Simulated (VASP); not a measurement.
Runs of VASP 6.6.1 on PtS2. The structure is trigonal, space group P-3m1 (No. 164). Conventional cell: a = 3.577 Å, b = 3.577 Å, c = 6.497 Å, α = 90.00°, β = 90.00°, γ = 120.00°. Pt (site symmetry -3m) has 6 S at 2.40 Å within 3.2 Å. S (site symmetry 3m) has 3 Pt at 2.40 Å and 3 S at 3.21 Å within 3.3 Å. 

```csv
task,cell,k mesh,cutoff (eV),smearing,gap on the mesh (eV),pressure (GPa),largest force (eV/Å)
relaxation of cell and atoms,relaxed,9 × 9 × 4,600,gaussian 0.02 eV,(a),0.0,-
single point,as given,12 × 12 × 6,520,gaussian 0.05 eV,1.48,-0.4,0.04
single point,as given,9 × 9 × 4,520,gaussian 0.02 eV,1.57,-0.3,0.04
single point,as given,9 × 9 × 4,520,gaussian 0.05 eV,1.57,-0.3,0.04
```

Alike in all rows: level PBE; potentials or basis VASP PAW PBE potentials, release 64 (Pt, S); no spin polarisation.

Question: Estimate the missing entries.

Answer: (a) 1.58.

Caveats: spin-orbit coupling is left out, which moves the levels of the heavy elements; this functional lacks dispersion, which binds the layers, so the pressure and a relaxed spacing across them are unreliable; an odd mesh through Γ misses points on the zone boundary, where band edges can lie (at least some runs).

A k mesh can miss the band edges, and the runs leave out spin-orbit coupling on Pt.
